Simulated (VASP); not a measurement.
# AgBr (Fm-3m) in VASP: further runs

Runs on AgBr. Level: LDA. Tasks: single point, relaxation of volume and atoms at fixed shape.

All numbers are computed with VASP 6.6.1; they aren't measurements. Logs are shortened: lines on timing, memory, paths and dates and some standing lists are left out, and cuts for length are marked.

### 1 The cell of the first run

The structure is cubic, space group Fm-3m (No. 225). The conventional cell has a = 5.586 Å, b = 5.586 Å, c = 5.586 Å, α = 90.00°, β = 90.00°, γ = 90.00°. Within 3.7 Å of Ag (site symmetry m-3m) lie 6 Br at 2.79 Å. Br (site symmetry m-3m) has 6 Ag at 2.79 Å within 3.7 Å.

### 2 Single point, LDA

Input file INCAR:

```
ALGO = Normal
EDIFF = 1E-6
ENCUT = 500
GGA_COMPAT = F
ISIF = 2
ISMEAR = -1
LASPH = T
LCHARG = F
LREAL = F
LWAVE = F
NBANDS = 16
NELM = 120
PREC = Accurate
SIGMA = 0.02
```

Input file KPOINTS:

```
k-points
0
Gamma
  6 6 6
```

Input file POSCAR:

```
AgBr
1.0
    0.0000000000      2.7930329041      2.7930329041
    2.7930329041      0.0000000000      2.7930329041
    2.7930329041      2.7930329041      0.0000000000
Ag Br
1 1
Direct
    0.0000000000      0.0000000000      0.0000000000
    0.5000000000      0.5000000000      0.5000000000
```

Potentials or basis: VASP PAW LDA potentials, release 64 (Ag, Br).

The run is started by

```sh
cat potpaw_LDA.64/Ag/POTCAR potpaw_LDA.64/Br/POTCAR > POTCAR
mpirun -np 1 vasp_std > vasp.out
```

OUTCAR:

```text
EDIFF = 1E-6
   ENCUT = 500
   ISIF = 2
   ISMEAR = -1
   LASPH = T
   LREAL = F
   NELM = 120
   PREC = Accurate

 ion  position               nearest neighbor table
   1  0.000  0.000  0.000-   2 2.79   2 2.79   2 2.79   2 2.79   2 2.79   2 2.79
   2  0.500  0.500  0.500-   1 2.79   1 2.79   1 2.79   1 2.79   1 2.79   1 2.79

  LATTYP: Found a face centered cubic cell.
 ALAT       =     5.5860658082

  Lattice vectors:

 A1 = (   0.0000000000,   2.7930329041,   2.7930329041)
 A2 = (   2.7930329041,   0.0000000000,   2.7930329041)
 A3 = (   2.7930329041,   2.7930329041,   0.0000000000)

Analysis of symmetry for initial positions (statically):
=====================================================================
 Subroutine PRICEL returns:
 Original cell was already a primitive cell.

 Routine SETGRP: Setting up the symmetry group for a
 face centered cubic supercell.

 Subroutine GETGRP returns: Found 48 space group operations
 (whereof 48 operations were pure point group operations)
 out of a pool of 48 trial point group operations.

The static configuration has the point symmetry O_h .

Analysis of symmetry for dynamics (positions and initial velocities):
=====================================================================
 Subroutine PRICEL returns:
 Original cell was already a primitive cell.

 Routine SETGRP: Setting up the symmetry group for a
 face centered cubic supercell.

 Subroutine GETGRP returns: Found 48 space group operations
 (whereof 48 operations were pure point group operations)
 out of a pool of 48 trial point group operations.

The dynamic configuration has the point symmetry O_h .

 Subroutine INISYM returns: Found 48 space group operations
 (whereof 48 operations are pure point group operations),
 and found     1 'primitive' translations

----------------------------------------------------------------------------------------

                                     Primitive cell

  volume of cell :      43.5771

  direct lattice vectors                    reciprocal lattice vectors
     0.000000000  2.793032904  2.793032904    -0.179016867  0.179016867  0.179016867
     2.793032904  0.000000000  2.793032904     0.179016867 -0.179016867  0.179016867
     2.793032904  2.793032904  0.000000000     0.179016867  0.179016867 -0.179016867

  length of vectors
     3.949945013  3.949945013  3.949945013     0.310066309  0.310066309  0.310066309

  position of ions in fractional coordinates (direct lattice)
     0.000000000  0.000000000  0.000000000
     0.500000000  0.500000000  0.500000000

  ion indices of the primitive-cell ions
   primitive index   ion index
                 1           1
                 2           2

----------------------------------------------------------------------------------------

 KPOINTS: k-points

Automatic generation of k-mesh.
 Grid dimensions read from file:
 generate k-points for:    6    6    6

 Generating k-lattice:

  Cartesian coordinates                     Fractional coordinates (reciprocal lattice)
    -0.029836145  0.029836145  0.029836145     0.166666667  0.000000000  0.000000000
     0.029836145 -0.029836145  0.029836145     0.000000000  0.166666667  0.000000000
     0.029836145  0.029836145 -0.029836145     0.000000000  0.000000000  0.166666667

  Length of vectors
     0.051677718  0.051677718  0.051677718

  Shift w.r.t. Gamma in fractional coordinates (k-lattice)
     0.000000000  0.000000000  0.000000000

 Subroutine IBZKPT returns following result:
 ===========================================

 Found     16 irreducible k-points:

 Following reciprocal coordinates:
            Coordinates               Weight
  0.000000  0.000000  0.000000      1.000000
  0.166667  0.000000  0.000000      8.000000
  0.333333  0.000000  0.000000      8.000000
  0.500000  0.000000  0.000000      4.000000
  0.166667  0.166667  0.000000      6.000000
  0.333333  0.166667  0.000000     24.000000
[... 8 lines left out ...]
 -0.333333  0.333333  0.166667     24.000000
 -0.333333  0.500000  0.166667     12.000000
   k-points           NKPTS =     16   k-points in BZ     NKDIM =     16   number of bands    NBANDS=     16
   number of dos      NEDOS =    301   number of ions     NIONS =      2
   total plane-waves  NPLWV =  27000
   dimension x,y,z NGX =    30 NGY =   30 NGZ =   30
   dimension x,y,z NGXF=    60 NGYF=   60 NGZF=   60
   ions per type =               1   1
   NGX,Y,Z   is equivalent  to a cutoff of  12.63, 12.63, 12.63 a.u.
   NGXF,Y,Z  is equivalent  to a cutoff of  25.25, 25.25, 25.25 a.u.
 SYSTEM =  unknown system
   PREC   = accura    normal or accurate (medium, high low for compatibility)
   ISTART =      0    job   : 0-new  1-cont  2-samecut
   ICHARG =      2    charge: 1-file 2-atom 10-const
   ISPIN  =      1    spin polarized calculation?
   LNONCOLLINEAR =      F non collinear calculations
   LSORBIT =      F    spin-orbit coupling
   LASPH  =      T    aspherical Exc in radial PAW
   ENCUT  =  500.0 eV  36.75 Ry    6.06 a.u.   7.20  7.20  7.20*2*pi/ulx,y,z
   NELM   =    120;   NELMIN=  2; NELMDL= -5     # of ELM steps
   EDIFF  = 0.1E-05   stopping-criterion for ELM
   LREAL  =      F    real-space projection
   EDIFFG = 0.1E-04   stopping-criterion for IOM
   NSW    =      0    number of steps for IOM
   IBRION =     -1    ionic relax: 0-MD 1-quasi-New 2-CG
   NFREE  =      0    steps in history (QN), initial steepest desc. (CG)
   ISIF   =      2    stress and relaxation
   ISYM   =      2    0-nonsym 1-usesym 2-fastsym
   POTIM  = 0.5000    time-step for ionic-motion
   TEBEG  =    0.0;   TEEND  =   0.0 temperature during run
   PSTRESS=    0.0 pullay stress
   NELECT =      18.0000    total number of electrons
   NUPDOWN=      -1.0000    fix difference up-down
   EMIN   =  10.00;   EMAX   =-10.00  energy-range for DOS
   EFERMI =   0.00;   METHOD = LEGACY
   ISMEAR =    -1;   SIGMA  =   0.02  broadening in eV -4-tet -1-fermi 0-gaus
   EFERMI_NEDOS =   21; number of points for ismear=-14 and -15
   IALGO  =     38    algorithm
   IMIX   =      4    mixing-type and parameters
     AMIX     =   0.40;   BMIX     =  1.00
     AMIX_MAG =   1.60;   BMIX_MAG =  1.00
  volume/ion in A,a.u.               =      21.79       147.04
  Fermi-wavevector in a.u.,A,eV,Ry     =   1.219213  2.303979 20.224796  1.486481
  Thomas-Fermi vector in A             =   2.354473
   LORBIT       =      0    0 simple, 1 ext, 2 COOP (PROOUT), +10 PAW based schemes
   GGA     = CA    functional components
   LHFCALC =     F    Hartree Fock is set to
   AEXX    =    0.0000 exact exchange contribution
   IVDW    =     0    specifies the selected vdW correction
   LEPSILON=     F    determine dielectric tensor
   LRPA    =     F    only Hartree local field effects (RPA)
 non-spin polarized calculation
  energy-cutoff  :      500.00
  volume of cell :       43.58
 maximum number of plane-waves:      1125
 NGX is ok and might be reduce to    30
   NGX = 15   NGY = 15   NGZ = 15

 number of electron      18.0000002 magnetization

 Free energy of the ion-electron system (eV)
  ---------------------------------------------------
  ext. energy  EPLUGINS =         0.00000000
  ---------------------------------------------------
  free energy    TOTEN  =        -6.40986658 eV

  energy without entropy =       -6.40986621  energy(sigma->0) =       -6.40986640

 E-fermi :   4.7973     XC(G=0): -10.6782

 val. band max:        4.5684265118   @ k =   0.5000   0.0000   0.0000
 cond. band min:       4.9840734190   @ k =   0.0000   0.0000   0.0000
 fundamental gap:      0.4156469072
 Fermi energy:         4.7972922624

 k-point     1 :       0.0000    0.0000    0.0000
  band No.  band energies     occupation
      1     -11.0913      2.00000
      2       1.3128      2.00000
      3       1.3128      2.00000
      4       1.3128      2.00000
      5       1.3155      2.00000
      6       1.3155      2.00000
[... 8 lines left out ...]
     15      16.4320      0.00000
     16      16.4320      0.00000

 k-point     2 :       0.1667    0.0000    0.0000
  band No.  band energies     occupation
      1     -10.9580      2.00000
      2       0.5570      2.00000
      3       0.6691      2.00000
      4       0.6691      2.00000
      5       1.4051      2.00000
      6       1.4051      2.00000
[... 8 lines left out ...]
     15      15.5092      0.00000
     16      15.6907      0.00000

 k-point     3 :       0.3333    0.0000    0.0000
  band No.  band energies     occupation
      1     -10.6677      2.00000
      2      -0.9010      2.00000
      3       0.0160      2.00000
      4       0.0160      2.00000
      5       1.5982      2.00000
      6       1.5982      2.00000
[... 8 lines left out ...]
     15      16.5765      0.00000
     16      16.5765      0.00000

 k-point     4 :       0.5000    0.0000    0.0000
  band No.  band energies     occupation
      1     -10.5081      2.00000
      2      -1.5054      2.00000
      3      -0.2193      2.00000
      4      -0.2193      2.00000
      5       1.6996      2.00000
      6       1.6996      2.00000
[... 8 lines left out ...]
     15      17.7533      0.00000
     16      17.7533      0.00000
[... 172 lines left out ...]
 k-point    14 :       0.5000    0.3333    0.1667
  band No.  band energies     occupation
      1     -10.5386      2.00000
      2      -0.8134      2.00000
      3       0.0214      2.00000
      4       0.3468      2.00000
      5       1.5558      2.00000
      6       1.7027      2.00000
[... 8 lines left out ...]
     15      18.5533      0.00000
     16      19.9097      0.00000

 k-point    15 :      -0.3333    0.3333    0.1667
  band No.  band energies     occupation
      1     -10.4544      2.00000
      2      -0.7156      2.00000
      3      -0.0936      2.00000
      4      -0.0257      2.00000
      5       1.6496      2.00000
      6       1.7202      2.00000
[... 8 lines left out ...]
     15      17.5129      0.00000
     16      19.4410      0.00000

 k-point    16 :      -0.3333    0.5000    0.1667
  band No.  band energies     occupation
      1     -10.4477      2.00000
      2      -0.2483      2.00000
      3      -0.0370      2.00000
      4       0.2745      2.00000
      5       1.8065      2.00000
      6       1.8296      2.00000
[... 8 lines left out ...]
     15      18.3405      0.00000
     16      19.5504      0.00000

------------------------ aborting loop because EDIFF is reached ----------------------------------------

  FORCE on cell =-STRESS in cart. coord.  units (eV):
  Direction    XX          YY          ZZ          XY          YZ          ZX
  --------------------------------------------------------------------------------------
  -------------------------------------------------------------------------------------
  Total        0.0159307      0.0159307      0.0159307      0.0000000      0.0000000      0.0000000
  in kB        0.5857145      0.5857145      0.5857145      0.0000000      0.0000000      0.0000000
  external PRESSURE =       0.5857145 kB  Pullay stress =       0.0000000 kB

 VOLUME and BASIS-vectors are now :
 -----------------------------------------------------------------------------
  energy-cutoff  :      500.00
  volume of cell :       43.58
      direct lattice vectors                 reciprocal lattice vectors
     0.000000000  2.793032904  2.793032904    -0.179016867  0.179016867  0.179016867
     2.793032904  0.000000000  2.793032904     0.179016867 -0.179016867  0.179016867
     2.793032904  2.793032904  0.000000000     0.179016867  0.179016867 -0.179016867

 POSITION                                       TOTAL-FORCE (eV/Angst)
 -----------------------------------------------------------------------------------
      0.00000      0.00000      0.00000        -0.000000     -0.000000     -0.000000
      2.79303      2.79303      2.79303         0.000000      0.000000      0.000000
 -----------------------------------------------------------------------------------
    total drift:                               -0.000000      0.000000      0.000000

  FREE ENERGIE OF THE ION-ELECTRON SYSTEM (eV)
  ---------------------------------------------------
  free  energy   TOTEN  =        -6.4098665831 eV

  energy  without entropy=       -6.4098662103  energy(sigma->0) =       -6.40986640
```

Run time: 7.5 s. Hardware: 1 thread of Intel Xeon Platinum 8488C (Sapphire Rapids), shared host; peak memory 0.15 GiB.

What came out:

- Free energy: -6.4099 eV
- Pressure: 0.1 GPa
- Band gap on the k mesh: 0.42 eV, indirect (least direct gap 2.65 eV)

Levels at points of the mesh, in eV from the valence-band top:
| k point | band 6 | band 7 | band 8 | band 9 | band 10 | band 11 | band 12 | band 13 |
| --- | --- | --- | --- | --- | --- | --- | --- | --- |
| (0.00, 0.00, 0.00) | -3.25 | -2.23 | -2.23 | -2.23 | 0.42 | 9.82 | 9.82 | 9.82 |
| (0.50, 0.00, 0.00) | -2.87 | -2.48 | 0.00 | 0.00 | 3.26 | 6.41 | 6.41 | 6.92 |
| (0.50, 0.50, 0.00) | -3.05 | -2.74 | -2.74 | -2.58 | 1.18 | 6.78 | 9.19 | 11.21 |

A k mesh can miss the band edges. Expect the measured gap to be larger: semilocal functionals such as LDA lack the derivative discontinuity.

### 3 Relaxation of volume and atoms at fixed shape, LDA

This run uses another cell than the first one, of 23.64 Å³/atom, 1.085 times its volume.

Input file INCAR:

```
ALGO = Normal ; EDIFF = 1E-7
EDIFFG = -0.03 ; ENCUT = 500
GGA_COMPAT = False ; IBRION = 2
ISIF = 8 ; ISMEAR = -1
LASPH = True ; LCHARG = False
LREAL = False ; LWAVE = False
NELM = 120 ; NELMIN = 4
NSW = 80 ; PREC = Accurate
SIGMA = 0.02
```

KPOINTS is that of step 2.

Input file POSCAR:

```
AgBr
1.0
    0.0000000000      2.8701500000      2.8701500000
    2.8701500000      0.0000000000      2.8701500000
    2.8701500000      2.8701500000      0.0000000000
Ag Br
1 1
Direct
    0.0000000000      0.0000000000      0.0000000000
    0.5000000000      0.5000000000      0.5000000000
```

Potentials or basis: VASP PAW LDA potentials, release 64 (Ag, Br).

The run is started by

```sh
cat potpaw_LDA.64/Ag/POTCAR potpaw_LDA.64/Br/POTCAR > POTCAR
mpirun -np 1 vasp_std > vasp.out
```

Run time: 16 s. Hardware: 1 thread of Intel Xeon Platinum 8488C (Sapphire Rapids), shared host; peak memory 0.16 GiB.

The run converged. Its results:

```
Free energy                            : -6.4106 eV
Relaxed volume                         : 21.80 Å³/atom
Relaxed cell                           : a = 3.951 Å, b = 3.951 Å, c = 3.951 Å, α = 60.00°, β = 60.00°, γ = 60.00°
Space group after relaxing (to 0.05 Å) : Fm-3m (No. 225)
Energy gained by relaxing              : 25.7 meV/atom
Ionic steps                            : 3
Pressure after relaxing                : 0.0 GPa
Band gap on the k mesh                 : 0.42 eV, indirect (least direct gap 2.65 eV)
```

Step by step:
```tsv
step	energy change (eV)	largest force (eV/Å)	pressure (GPa)	volume (Å³)
1	0.0000	0.0000	-4.12	47.29
2	-0.0509	0.0000	0.54	43.25
3	-0.0515	0.0000	0.01	43.61
```

Final structure:
```
Ag Br
1.0
     0.00000    2.79364    2.79364
     2.79364    0.00000    2.79364
     2.79364    2.79364    0.00000
Ag Br
1 1
Direct
  0.00000 0.00000 0.00000
  0.50000 0.50000 0.50000
```

Levels at points of the mesh, in eV from the valence-band top:
| k point | band 5 | band 6 | band 7 | band 8 | band 9 | band 10 | band 11 | band 12 | band 13 |
| --- | --- | --- | --- | --- | --- | --- | --- | --- | --- |
| (0.00, 0.00, 0.00) | -3.25 | -3.25 | -2.23 | -2.23 | -2.23 | 0.42 | 9.82 | 9.82 | 9.82 |
| (0.50, 0.00, 0.00) | -2.87 | -2.87 | -2.48 | 0.00 | 0.00 | 3.26 | 6.41 | 6.41 | 6.92 |
| (0.50, 0.50, 0.00) | -3.29 | -3.05 | -2.74 | -2.74 | -2.58 | 1.19 | 6.79 | 9.19 | 11.21 |

A k mesh can miss the band edges. A hybrid or GW would open this gap; LDA tends to underestimate it.
